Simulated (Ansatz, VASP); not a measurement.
**Al2Cu: VASP beside Ansatz**

The input INCAR:

```
ALGO     = Fast           # electronic algorithm
EDIFF    = 1E-6           # SCF threshold, eV
ENCUT    = 520            # plane-wave cutoff, eV
GGA      = PS             # functional
ISIF     = 2              # what is computed and relaxed
ISMEAR   = 0              # smearing method
LASPH    = True           # aspherical terms in the spheres
LCHARG   = False          # write CHGCAR
LREAL    = False          # projectors in reciprocal space
LWAVE    = False          # write WAVECAR
NBANDS   = 26             # bands
NELM     = 80             # most SCF steps
PREC     = Accurate       # precision mode
SIGMA    = 0.15           # smearing width, eV
```

KPOINTS

```
k-points
0
Gamma
  12 10 10
```

Contents of POSCAR:

```
Al2Cu
1.0
    4.0841721965      0.0000000000      0.0000000000
    0.0000000000      4.0841721965      2.8463947513
    0.0000000000     -4.0841721965      2.8463947513
Al Cu
4 2
Direct
    0.5000000000      0.7557910875      0.7442089125
    0.5000000000      0.2557910875      0.2442089125
    0.0000000000      0.4755152341      0.0244847659
    0.0000000000     -0.0244847659      0.5244847659
    0.0000000000      0.0079373084      0.9920626916
    0.0000000000      0.5079373084      0.4920626916
```

Input for Ansatz:

```yaml
crystal:
  lattice:
    - [4.0841721965, 0.0, 0.0]
    - [0.0, 4.0841721965, 2.8463947513]
    - [0.0, -4.0841721965, 2.8463947513]
  atoms:
    - { symbol: Al, position: [0.5, 0.7557910875, 0.7442089125] }
    - { symbol: Al, position: [0.5, 0.2557910875, 0.2442089125] }
    - { symbol: Al, position: [0.0, 0.4755152341, 0.0244847659] }
    - { symbol: Al, position: [0.0, -0.0244847659, 0.5244847659] }
    - { symbol: Cu, position: [0.0, 0.0079373084, 0.9920626916] }
    - { symbol: Cu, position: [0.0, 0.5079373084, 0.4920626916] }
basis:
  ecutwfc: 420
kpoints:
  mp_grid: { grid: [12, 10, 10] }
hamiltonian:
  xc: pbesol
scf:
  occupations: { method: gaussian, width: 0.15 }
output:
  forces: true
  stress: true
  eigenvalues: true
  write_density: true
  write_potential: true
  elf: true
  volumetric_format: npy
```

Change from the starting cell: mode 17 (354.1 1/cm) frozen in, largest displacement -0.200 Å.

Alike in both runs: task single point; functional PBEsol; k mesh 12 × 10 × 10; occupations gaussian, width 0.15 eV; no spin polarisation.

|  | VASP | Ansatz |
| --- | --- | --- |
| version | VASP 6.6.1 | Ansatz 0.2.0 |
| potentials or method | VASP PAW PBE potentials, release 64 (Al, Cu), cutoff 520 eV | scalar-relativistic, plane waves, PAW |
| valence electrons in the cell | 34 | 50 |

Ansatz gave:

| Item | Value |
| --- | --- |
| gap on the k mesh at the Fermi level (eV) | none |
| pressure (GPa) | 3.6 |
| traceless stress, the component that is largest in VASP (GPa) | -1.60 |
| rms of the force components (eV/Å) | 1.145 |

**Question.** What did VASP give for the same quantities?

**Answer.** gap on the k mesh at the Fermi level (eV): none; pressure (GPa): 3.7; traceless stress, the component that is largest in VASP (GPa): -1.60; rms of the force components (eV/Å): 1.151.

VASP's potentials were made for PBE, not for PBEsol. Atom by atom the forces differ by 0.006 eV/Å (rms over components). A gap of «none» marks a metal or a gap that the smearing closes. With one functional, cell and mesh, what is left measures potentials, basis and numerics. VASP's potentials hold 34 valence electrons a cell and Ansatz's 50, so a difference there can come from the potentials and not from the codes.
